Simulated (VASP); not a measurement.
Set up this calculation in VASP 6.6.1, as the native input.

```yaml
Task: single point
Functional: LDA
Potentials_or_basis: VASP PAW LDA potentials, release 64 (Zn, S)
Cutoff: 520 eV
k_mesh: 12 × 12 × 12
Occupations: fermi-dirac, width 0.05 eV
Spin: no spin polarisation
Dipole_correction: no
Further_INCAR_settings: ALGO = Normal; EDIFF = 1e-06; NBANDS = 16
```

The structure of ZnS (zincblende type) lies in POSCAR:

```
ZnS
1.0
    0.0000000000      2.5379177133      2.5379177133
    2.5379177133      0.0000000000      2.5379177133
    2.5379177133      2.5379177133      0.0000000000
Zn S
1 1
Direct
    0.0000000000      0.0000000000      0.0000000000
    0.2500000000      0.2500000000      0.2500000000
```

This cell differs from its parent crystal: volume scaled by 0.88.

The input as run:

INCAR

```
SYSTEM = ZnS
PREC = Accurate ; ENCUT = 520
EDIFF = 1E-6 ; ISMEAR = -1
SIGMA = 0.05 ; LREAL = .FALSE.
LASPH = .TRUE. ; NELM = 100
ALGO = Normal ; ISIF = 2
LWAVE = .FALSE. ; LCHARG = .FALSE.
GGA = CA ; NBANDS = 16
```

KPOINTS

```
regular mesh
0
G
  12 12 12
  0 0 0
```

Potentials or basis: VASP PAW LDA potentials, release 64 (Zn, S).

Run with:

```console
$ cat potpaw_LDA.64/Zn/POTCAR potpaw_LDA.64/S/POTCAR > POTCAR
$ mpirun -np 1 vasp_std > vasp.out
```

It gave:

```json
{
 "Pressure": "15.1 GPa",
 "Band gap on the k mesh": "2.73 eV, indirect (least direct gap 2.77 eV)"
}
```

Wall time 20 s on 1 thread of AMD EPYC 9R45 96-Core Processor (Zen 5), on a shared host, peak memory 0.13 GiB.
